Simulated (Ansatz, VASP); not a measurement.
# Si2W: VASP beside Ansatz

```xyz
3
Lattice="-1.6056 1.6056 3.9023 1.6056 -1.6056 3.9023 1.6056 1.6056 -3.9023" Properties=species:S:1:pos:R:3 pbc="T T T"
Si    0.0000    0.0000    2.6132
Si    0.0000    0.0000    5.1914
W     0.0000    0.0000    0.0000
```

Alike in both runs: functional r2SCAN; k mesh 18 × 18 × 18; occupations gaussian, width 0.1 eV; no spin polarisation.

Ansatz relaxed the structure, and its values are those at the end. VASP's run is a single point on that final structure, the one shown.

```csv
,VASP,Ansatz
version,VASP 6.6.1,Ansatz 0.2.0
potentials or method,"VASP PAW PBE potentials, release 64 (Si, W_sv), cutoff 520 eV","scalar-relativistic, plane waves, PAW"
valence electrons in the cell,22,22
```

Ansatz gave:

- gap on the k mesh at the Fermi level (eV): none
- pressure (GPa): 0.0
- rms of the force components (eV/Å): 0.000

Task: Estimate VASP's values.

Result: gap on the k mesh at the Fermi level (eV): none; pressure (GPa): 0.3; rms of the force components (eV/Å): 0.004.

VASP's potentials were made for PBE, not for r2SCAN. A gap of «none» marks a metal or a gap that the smearing closes.

Spin-orbit coupling is off throughout.
